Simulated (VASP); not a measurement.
Write the native input for VASP 6.6.1 that does the following.

```yaml
Task: single point
Functional: PBE
Potentials_or_basis: VASP PAW PBE potentials, release 64 (Co, Si)
Cutoff: 520 eV
k_mesh: 16 × 16 × 16
Occupations: gaussian, width 0.15 eV
Spin: no spin polarisation
Dipole_correction: no
Further_INCAR_settings: ALGO = Normal; EDIFF = 1e-06; NBANDS = 16
```

The structure of CoSi2 lies in POSCAR:

```
CoSi2
1.0
    0.0000000000      2.7603372295      2.6799390578
    2.6799390578      0.0000000000      2.6799390578
    2.6799390578      2.7603372295      0.0000000000
Co Si
1 2
Direct
    0.0000000000      0.0000000000      0.0000000000
    0.2500000000      0.2500000000      0.2500000000
    0.7500000000      0.7500000000      0.7500000000
```

This cell differs from its parent crystal: strain +0.0300 x Voigt [0, 1, 0, 0, 0, 0].

These files were run (other wordings do the same):

INCAR

```
SYSTEM = CoSi2
ALGO     = Normal         ! electronic algorithm
EDIFF    = 1E-6           ! SCF threshold, eV
ENCUT    = 520            ! plane-wave cutoff, eV
GGA      = PE             ! functional
ISIF     = 2              ! what is computed and relaxed
ISMEAR   = 0              ! smearing method
LASPH    = .TRUE.         ! aspherical terms in the spheres
LCHARG   = .FALSE.        ! write CHGCAR
LREAL    = .FALSE.        ! projectors in reciprocal space
LWAVE    = .FALSE.        ! write WAVECAR
NBANDS   = 16             ! bands
NELM     = 80             ! most SCF steps
PREC     = Accurate       ! precision mode
SIGMA    = 0.15           ! smearing width, eV
```

KPOINTS

```
k-points
0
G
  16 16 16
  0 0 0
```

Potentials or basis: VASP PAW PBE potentials, release 64 (Co, Si).

Command:

```sh
$ cat potpaw_PBE.64/Co/POTCAR potpaw_PBE.64/Si/POTCAR > POTCAR
$ mpirun -np 1 vasp_std > vasp.out
```

Results of the run:

```yaml
Pressure: -5.1 GPa
Band_gap_on_the_k_mesh: zero (an odd number of electrons rules out a gap without spin polarisation)
```

Caveat: the cell differs from its parent crystal (strain +0.0300 x Voigt [0, 1, 0, 0, 0, 0]); the cell stands under tension; an odd number of electrons without spin polarisation forces a metal; a magnetic or distorted state may lie lower.

It took 100 s on 1 thread of Intel(R) Xeon(R) 6975P-C (Granite Rapids), on a shared host, peak memory 0.33 GiB.
